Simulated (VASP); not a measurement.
A run of VASP 6.6.1 is set up as follows.

Contents of INCAR:

```
PREC = Accurate
ENCUT = 520
EDIFF = 1E-6
ISMEAR = 0
SIGMA = 0.1
LREAL = False
LASPH = True
NELM = 80
ALGO = Normal
ISIF = 2
LWAVE = False
LCHARG = False
GGA = RE
NBANDS = 13
```

KPOINTS

```
Automatic mesh
0
Gamma
  20 20 20
```

POSCAR

```
Ge
1.0
    2.7112568595      0.0000000000      0.0000000000
    0.0000000000      2.7112568595      0.0000000000
    0.0000000000      0.0000000000      2.7112568595
Ge
1
Direct
    0.0000000000      0.0000000000      0.0000000000
```

Potentials or basis: VASP PAW PBE potentials, release 64 (Ge_d).

Run with:

```bash
$ cat potpaw_PBE.64/Ge_d/POTCAR > POTCAR
$ mpirun -np 1 vasp_std > vasp.out
```

(1) Predict the band gap on the k mesh.

(2) What does it give for the pressure?

Answers

(1) zero (band 7 reaches 12.60 eV, above the bottom of band 8 at 3.47 eV).

(2) 1.1 GPa.

Caveat: the PAW data sets were made with another functional, which shifts forces and pressure a little.
